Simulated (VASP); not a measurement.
# BeSe3 (F-43m) in VASP: notebook

The runs below take BeSe3 through single point, relaxation of cell and atoms, with PBE.

All numbers are computed with VASP 6.6.1; they aren't measurements. Logs are shortened: lines on timing, memory, paths and dates and some standing lists are left out, and cuts for length are marked.

**1. The cell of the first run**

The structure is cubic, space group F-43m (No. 216). The conventional cell has a = 8.783 Å, b = 8.783 Å, c = 8.783 Å, α = 90.00°, β = 90.00°, γ = 90.00°. Within 3.0 Å of Be (site symmetry -43m) lie 6 Se at 2.28 Å. Within 4.1 Å of Be (site symmetry -43m) lie 12 Se at 3.11 Å and 4 Be at 3.80 Å. Within 3.3 Å of Se (site symmetry 2mm) lie 3 Be at 2.28 to 3.11 Å and 8 Se at 2.99 to 3.22 Å.

The cell was generated, and may not be a known phase.

**2. Single point, PBE**

INCAR

```
PREC = Accurate
ENCUT = 520
EDIFF = 1E-6
ISMEAR = 0
SIGMA = 0.2
LREAL = F
LASPH = T
NELM = 80
ALGO = Normal
ISIF = 2
LWAVE = F
LCHARG = T
GGA = PE
LELF = T
LVHAR = T
NBANDS = 30
```

KPOINTS

```
Automatic mesh
0
Gamma
  3 3 3
```

POSCAR

```
BeSe3
1.0
    0.0000000000      4.3917309501      4.3917309501
    4.3917309501      0.0000000000      4.3917309501
    4.3917309501      4.3917309501      0.0000000000
Be Se
2 6
Direct
    0.7500000000      0.7500000000      0.7500000000
    0.5000000000      0.5000000000      0.5000000000
    1.0091727398      0.4908272602      0.4908272602
    0.4908272602      1.0091727398      1.0091727398
    0.4908272602      1.0091727398      0.4908272602
    1.0091727398      0.4908272602      1.0091727398
    0.4908272602      0.4908272602      1.0091727398
    1.0091727398      1.0091727398      0.4908272602
```

Potentials or basis: VASP PAW PBE potentials, release 64 (Be, Se).

Launch:

```bash
$ cat potpaw_PBE.64/Be/POTCAR potpaw_PBE.64/Se/POTCAR > POTCAR
$ mpirun -np 1 vasp_std > vasp.out
```

OUTCAR:

```text
PREC = Accurate
   ENCUT = 520
   EDIFF = 1E-6
   ISMEAR = 0
   LREAL = F
   LASPH = T
   NELM = 80
   ISIF = 2
   GGA = PE

 ion  position               nearest neighbor table
   1  0.750  0.750  0.750-   3 2.28   4 2.28   5 2.28   6 2.28   7 2.28   8 2.28
   2  0.500  0.500  0.500-
   3  0.009  0.491  0.491-   1 2.28
   4  0.491  0.009  0.009-   1 2.28
   5  0.491  0.009  0.491-   1 2.28
   6  0.009  0.491  0.009-   1 2.28
   7  0.491  0.491  0.009-   1 2.28
   8  0.009  0.009  0.491-   1 2.28

  LATTYP: Found a face centered cubic cell.
 ALAT       =     8.7834619002

  Lattice vectors:

 A1 = (   0.0000000000,   4.3917309501,   4.3917309501)
 A2 = (   4.3917309501,   0.0000000000,   4.3917309501)
 A3 = (   4.3917309501,   4.3917309501,   0.0000000000)

Analysis of symmetry for initial positions (statically):
=====================================================================
 Subroutine PRICEL returns:
 Original cell was already a primitive cell.

 Routine SETGRP: Setting up the symmetry group for a
 face centered cubic supercell.

 Subroutine GETGRP returns: Found 24 space group operations
 (whereof 24 operations were pure point group operations)
 out of a pool of 48 trial point group operations.

The static configuration has the point symmetry T_d .

Analysis of symmetry for dynamics (positions and initial velocities):
=====================================================================
 Subroutine PRICEL returns:
 Original cell was already a primitive cell.

 Routine SETGRP: Setting up the symmetry group for a
 face centered cubic supercell.

 Subroutine GETGRP returns: Found 24 space group operations
 (whereof 24 operations were pure point group operations)
 out of a pool of 48 trial point group operations.

The dynamic configuration has the point symmetry T_d .

 Subroutine INISYM returns: Found 24 space group operations
 (whereof 24 operations are pure point group operations),
 and found     1 'primitive' translations

----------------------------------------------------------------------------------------

                                     Primitive cell

  volume of cell :     169.4093

  direct lattice vectors                    reciprocal lattice vectors
     0.000000000  4.391730950  4.391730950    -0.113850326  0.113850326  0.113850326
     4.391730950  0.000000000  4.391730950     0.113850326 -0.113850326  0.113850326
     4.391730950  4.391730950  0.000000000     0.113850326  0.113850326 -0.113850326

  length of vectors
     6.210845472  6.210845472  6.210845472     0.197194549  0.197194549  0.197194549

  position of ions in fractional coordinates (direct lattice)
     0.750000000  0.750000000  0.750000000
     0.500000000  0.500000000  0.500000000
     0.009172740  0.490827260  0.490827260
     0.490827260  0.009172740  0.009172740
     0.490827260  0.009172740  0.490827260
     0.009172740  0.490827260  0.009172740
     0.490827260  0.490827260  0.009172740
     0.009172740  0.009172740  0.490827260

  ion indices of the primitive-cell ions
   primitive index   ion index
                 1           1
                 2           2
                 3           3
                 4           4
                 5           5
                 6           6
                 7           7
                 8           8

----------------------------------------------------------------------------------------

 KPOINTS: Automatic mesh

Automatic generation of k-mesh.
 Grid dimensions read from file:
 generate k-points for:    3    3    3

 Generating k-lattice:

  Cartesian coordinates                     Fractional coordinates (reciprocal lattice)
    -0.037950109  0.037950109  0.037950109     0.333333333  0.000000000  0.000000000
     0.037950109 -0.037950109  0.037950109     0.000000000  0.333333333  0.000000000
     0.037950109  0.037950109 -0.037950109     0.000000000  0.000000000  0.333333333

  Length of vectors
     0.065731516  0.065731516  0.065731516

  Shift w.r.t. Gamma in fractional coordinates (k-lattice)
     0.000000000  0.000000000  0.000000000

 Subroutine IBZKPT returns following result:
 ===========================================

 Found      4 irreducible k-points:

 Following reciprocal coordinates:
            Coordinates               Weight
  0.000000  0.000000  0.000000      1.000000
  0.333333  0.000000  0.000000      8.000000
  0.333333  0.333333  0.000000      6.000000
 -0.333333  0.333333  0.000000     12.000000
   k-points           NKPTS =      4   k-points in BZ     NKDIM =      4   number of bands    NBANDS=     30
   number of dos      NEDOS =    301   number of ions     NIONS =      8
   total plane-waves  NPLWV = 110592
   dimension x,y,z NGX =    48 NGY =   48 NGZ =   48
   dimension x,y,z NGXF=    96 NGYF=   96 NGZF=   96
   ions per type =               2   6
   NGX,Y,Z   is equivalent  to a cutoff of  12.85, 12.85, 12.85 a.u.
   NGXF,Y,Z  is equivalent  to a cutoff of  25.70, 25.70, 25.70 a.u.
 SYSTEM =  unknown system
   PREC   = accura    normal or accurate (medium, high low for compatibility)
   ISTART =      0    job   : 0-new  1-cont  2-samecut
   ICHARG =      2    charge: 1-file 2-atom 10-const
   ISPIN  =      1    spin polarized calculation?
   LNONCOLLINEAR =      F non collinear calculations
   LSORBIT =      F    spin-orbit coupling
   LASPH  =      T    aspherical Exc in radial PAW
   ENCUT  =  520.0 eV  38.22 Ry    6.18 a.u.  11.55 11.55 11.55*2*pi/ulx,y,z
   NELM   =     80;   NELMIN=  2; NELMDL= -5     # of ELM steps
   EDIFF  = 0.1E-05   stopping-criterion for ELM
   LREAL  =      F    real-space projection
   EDIFFG = 0.1E-04   stopping-criterion for IOM
   NSW    =      0    number of steps for IOM
   IBRION =     -1    ionic relax: 0-MD 1-quasi-New 2-CG
   NFREE  =      0    steps in history (QN), initial steepest desc. (CG)
   ISIF   =      2    stress and relaxation
   ISYM   =      2    0-nonsym 1-usesym 2-fastsym
   POTIM  = 0.5000    time-step for ionic-motion
   TEBEG  =    0.0;   TEEND  =   0.0 temperature during run
   PSTRESS=    0.0 pullay stress
   NELECT =      40.0000    total number of electrons
   NUPDOWN=      -1.0000    fix difference up-down
   EMIN   =  10.00;   EMAX   =-10.00  energy-range for DOS
   EFERMI =   0.00;   METHOD = LEGACY
   ISMEAR =     0;   SIGMA  =   0.20  broadening in eV -4-tet -1-fermi 0-gaus
   EFERMI_NEDOS =   21; number of points for ismear=-14 and -15
   IALGO  =     38    algorithm
   IMIX   =      4    mixing-type and parameters
     AMIX     =   0.40;   BMIX     =  1.00
     AMIX_MAG =   1.60;   BMIX_MAG =  1.00
  volume/ion in A,a.u.               =      21.18       142.90
  Fermi-wavevector in a.u.,A,eV,Ry     =   1.011849  1.912118 13.930171  1.023839
  Thomas-Fermi vector in A             =   2.144923
   LORBIT       =      0    0 simple, 1 ext, 2 COOP (PROOUT), +10 PAW based schemes
   GGA     = PE    functional components
   LHFCALC =     F    Hartree Fock is set to
   AEXX    =    0.0000 exact exchange contribution
   IVDW    =     0    specifies the selected vdW correction
   LEPSILON=     F    determine dielectric tensor
   LRPA    =     F    only Hartree local field effects (RPA)
 non-spin polarized calculation
 Gauss-broadening in eV      SIGMA  =   0.20
  energy-cutoff  :      520.00
  volume of cell :      169.41
 maximum number of plane-waves:      4579
 NGX is ok and might be reduce to    48
   NGX = 23   NGY = 23   NGZ = 23

 number of electron      39.9999999 magnetization

 Free energy of the ion-electron system (eV)
  ---------------------------------------------------
  ext. energy  EPLUGINS =         0.00000000
  ---------------------------------------------------
  free energy    TOTEN  =       -23.92116560 eV

  energy without entropy =      -23.75848993  energy(sigma->0) =      -23.83982777

 E-fermi :   3.6641     XC(G=0):  -9.4680

 val. band max:        3.6527658461   @ k =   0.3333   0.0000   0.0000
 cond. band min:       3.8099935892   @ k =  -0.3333   0.3333   0.0000
 fundamental gap:      0.1572277431
 Fermi energy:         3.6640879201

 k-point     1 :       0.0000    0.0000    0.0000
  band No.  band energies     occupation
      1     -11.4142      2.00000
      2      -9.0709      2.00000
      3      -9.0709      2.00000
      4      -9.0709      2.00000
      5      -7.7841      2.00000
      6      -7.7841      2.00000
[... 22 lines left out ...]
     29       9.2164      0.00000
     30       9.5615      0.00000

 k-point     2 :       0.3333    0.0000    0.0000
  band No.  band energies     occupation
      1     -10.9926      2.00000
      2      -9.8685      2.00000
      3      -8.8420      2.00000
      4      -8.8420      2.00000
      5      -8.2223      2.00000
      6      -8.2223      2.00000
[... 22 lines left out ...]
     29       8.7720      0.00000
     30       9.6997      0.00000

 k-point     3 :       0.3333    0.3333    0.0000
  band No.  band energies     occupation
      1     -10.8801      2.00000
      2      -9.3106      2.00000
      3      -9.2058      2.00000
      4      -9.2058      2.00000
      5      -8.9118      2.00000
      6      -7.7172      2.00000
[... 22 lines left out ...]
     29       8.2198      0.00000
     30      10.8479      0.00000

 k-point     4 :      -0.3333    0.3333    0.0000
  band No.  band energies     occupation
      1     -10.4228      2.00000
      2     -10.1550      2.00000
      3      -9.3464      2.00000
      4      -8.9640      2.00000
      5      -8.4535      2.00000
      6      -8.1263      2.00000
[... 22 lines left out ...]
     29       9.2742      0.00000
     30      10.5760      0.00000

------------------------ aborting loop because EDIFF is reached ----------------------------------------

  FORCE on cell =-STRESS in cart. coord.  units (eV):
  Direction    XX          YY          ZZ          XY          YZ          ZX
  --------------------------------------------------------------------------------------
  -------------------------------------------------------------------------------------
  Total       -0.1852648     -0.1852648     -0.1852648      0.0000000      0.0000000      0.0000000
  in kB       -1.7521297     -1.7521297     -1.7521297      0.0000000      0.0000000      0.0000000
  external PRESSURE =      -1.7521297 kB  Pullay stress =       0.0000000 kB

 VOLUME and BASIS-vectors are now :
 -----------------------------------------------------------------------------
  energy-cutoff  :      520.00
  volume of cell :      169.41
      direct lattice vectors                 reciprocal lattice vectors
     0.000000000  4.391730950  4.391730950    -0.113850326  0.113850326  0.113850326
     4.391730950  0.000000000  4.391730950     0.113850326 -0.113850326  0.113850326
     4.391730950  4.391730950  0.000000000     0.113850326  0.113850326 -0.113850326

 POSITION                                       TOTAL-FORCE (eV/Angst)
 -----------------------------------------------------------------------------------
      6.58760      6.58760      6.58760        -0.000000     -0.000000      0.000000
      4.39173      4.39173      4.39173        -0.000000     -0.000000     -0.000000
      4.31116      2.19587      2.19587        -0.001023     -0.000000      0.000000
      0.08057      2.19587      2.19587         0.001023     -0.000000      0.000000
      2.19587      4.31116      2.19587        -0.000000     -0.001023      0.000000
      2.19587      0.08057      2.19587        -0.000000      0.001023      0.000000
      2.19587      2.19587      4.31116        -0.000000     -0.000000     -0.001023
      2.19587      2.19587      0.08057        -0.000000     -0.000000      0.001023
 -----------------------------------------------------------------------------------
    total drift:                               -0.000000     -0.000000     -0.000000

  FREE ENERGIE OF THE ION-ELECTRON SYSTEM (eV)
  ---------------------------------------------------
  free  energy   TOTEN  =       -23.9211656049 eV

  energy  without entropy=      -23.7584899267  energy(sigma->0) =      -23.83982777
```

It took 51 s on 1 thread of Intel Xeon 8259CL, shared host; peak memory 0.3 GiB.

Results:

```yaml
Free_energy: -23.9212 eV
Pressure: -0.2 GPa
Band_gap_on_the_k_mesh: zero (bands 20 and 21 overlap by 0.80 eV)
```

Levels at points of the mesh, in eV from the Fermi level:
```
           k point  band 18  band 19  band 20  band 21  band 22  band 23
(0.00, 0.00, 0.00)     0.68     0.68     0.68     1.28     1.28     2.01
```

Caveat: the k points lie up to 0.41 Å⁻¹ apart, too coarse for converged energies and pressures of a metal.

**3. Relaxation of cell and atoms, PBE**

This run uses another cell than the first one, of 26.43 Å³/atom.

INCAR

```
  ALGO = Normal
  EDIFF = 1E-6
  EDIFFG = -0.08
  ENCUT = 600
  GGA = PE
  IBRION = 2
  ISIF = 3
  ISMEAR = 0
  LASPH = T
  LCHARG = F
  LREAL = F
  LWAVE = F
  NELM = 80
  NSW = 36
  PREC = Accurate
  SIGMA = 0.2
```

KPOINTS

```
k-points
0
Gamma
  3 3 3
```

POSCAR

```
BeSe3
1.0
    0.0000000000      4.7283153800      4.7283153800
    4.7283153800      0.0000000000      4.7283153800
    4.7283153800      4.7283153800      0.0000000000
Be Se
2 6
Direct
    0.7500000000      0.7500000000      0.7500000000
    0.5000000000      0.5000000000      0.5000000000
    0.9641210100      0.5358789900      0.5358789900
    0.5358789900      0.9641210100      0.9641210100
    0.5358789900      0.9641210100      0.5358789900
    0.9641210100      0.5358789900      0.9641210100
    0.5358789900      0.5358789900      0.9641210100
    0.9641210100      0.9641210100      0.5358789900
```

Potentials or basis: VASP PAW PBE potentials, release 64 (Be, Se).

Launch:

```bash
$ cat potpaw_PBE.64/Be/POTCAR potpaw_PBE.64/Se/POTCAR > POTCAR
$ mpirun -np 1 vasp_std > vasp.out
```

Run time: 15 min. Hardware: 1 thread of Intel Xeon 8259CL, shared host; peak memory 0.42 GiB.

It converged, with:

```yaml
Free_energy: -23.9235 eV
Relaxed_volume: 21.11 Å³/atom
Relaxed_cell: a = 6.204 Å, b = 6.204 Å, c = 6.204 Å, α = 60.00°, β = 60.00°, γ = 60.00°
Space_group_after_relaxing_to_0.1_Å: F-43m (No. 216)
Pressure_after_relaxing: 0.0 GPa
Largest_force_after_relaxing: 0.006 eV/Å
Band_gap_on_the_k_mesh: zero (bands 20 and 21 overlap by 0.81 eV)
```

Forces in eV/Å, atoms in the order of the input:
```
Be   0.000  0.000  0.000
Be   0.000  0.000  0.000
Se  -0.006  0.000  0.000
Se   0.006  0.000  0.000
Se   0.000 -0.006  0.000
Se   0.000  0.006  0.000
Se   0.000  0.000 -0.006
Se   0.000  0.000  0.006
```

Final structure:
```
CELL_PARAMETERS angstrom
0.00000 4.38696 4.38696
4.38696 0.00000 4.38696
4.38696 4.38696 0.00000
ATOMIC_POSITIONS crystal
Be 0.75000 0.75000 0.75000
Be 0.50000 0.50000 0.50000
Se 0.00916 0.49084 0.49084
Se 0.49084 0.00916 0.00916
Se 0.49084 0.00916 0.49084
Se 0.00916 0.49084 0.00916
Se 0.49084 0.49084 0.00916
Se 0.00916 0.00916 0.49084
```

Levels at points of the mesh, in eV from the Fermi level:
```
           k point  band 18  band 19  band 20  band 21  band 22  band 23
(0.00, 0.00, 0.00)     0.68     0.68     0.68     1.29     1.29     2.02
```

Caveat: the k points lie up to 0.41 Å⁻¹ apart in the final cell, too coarse for converged energies and pressures of a metal; the volume moved by over 15 % at a fixed basis, so the end points are rough.

The gap in the log of VASP goes by the Fermi energy; the results here count the filled bands.